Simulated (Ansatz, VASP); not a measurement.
Two plane-wave programs on WSe2

INCAR

```
ALGO = Normal
EDIFF = 1E-7
ENCUT = 520
GGA = PS
ISIF = 2
ISMEAR = 0
LASPH = True
LCHARG = False
LREAL = False
LWAVE = False
NBANDS = 20
NELM = 100
PREC = Accurate
SIGMA = 0.02
```

The input KPOINTS:

```
k-points
0
Gamma
  12 12 2
```

POSCAR

```
WSe2
1.0
    3.2702526709      0.0000000000      0.0000000000
   -1.6351263355      2.8321218898      0.0000000000
    0.0000000000      0.0000000000     16.6612168748
W Se
1 2
Direct
    0.0000000000      0.0000000000      0.0000000000
    0.3333333333      0.6666666667      0.1003992730
    0.3333333333      0.6666666667      0.8996007270
```

Input for Ansatz:

```yaml
crystal:
  lattice:
    - [3.2702526708, 0.0, 0.0]
    - [-1.6351263354, 2.8321218897, 0.0]
    - [0.0, 0.0, 16.6612168821]
  atoms:
    - { symbol: W, position: [0.0, 0.0, 0.0] }
    - { symbol: Se, position: [0.3333333333, 0.6666666667, 0.100399273] }
    - { symbol: Se, position: [0.3333333333, 0.6666666667, 0.899600727] }
basis:
  ecutwfc: 420
kpoints:
  mp_grid: { grid: [12, 12, 2] }
  band_path: { path: [VBM, CBM], npoints: 2 }
hamiltonian:
  xc: pbesol
scf:
  occupations: { method: gaussian, width: 0.02 }
output:
  forces: true
  stress: true
  eigenvalues: true
```

Alike in both runs: task single point; functional PBEsol; k mesh 12 × 12 × 2; occupations gaussian, width 0.02 eV; no spin polarisation.

|  | VASP | Ansatz |
| --- | --- | --- |
| version | VASP 6.6.1 | Ansatz 0.2.0 |
| potentials or method | VASP PAW PBE potentials, release 64 (W_sv, Se), cutoff 520 eV | scalar-relativistic, plane waves, PAW |
| valence electrons in the cell | 26 | 46 |

VASP gave:

* gap on the k mesh at the Fermi level (eV): 1.69
* least direct gap on the mesh (eV): 1.69
* rms of the force components (eV/Å): 0.028

Problem. Which values does Ansatz return?

Solution. gap on the k mesh at the Fermi level (eV): 1.69; least direct gap on the mesh (eV): 1.69; rms of the force components (eV/Å): 0.001.

VASP's potentials were made for PBE, not for PBEsol. Atom by atom the forces differ by 0.029 eV/Å (rms over components). With one functional, cell and mesh, what is left measures potentials, basis and numerics. VASP's potentials hold 26 valence electrons a cell and Ansatz's 46, so a difference there can come from the potentials and not from the codes.

Neither program's run includes spin-orbit coupling.
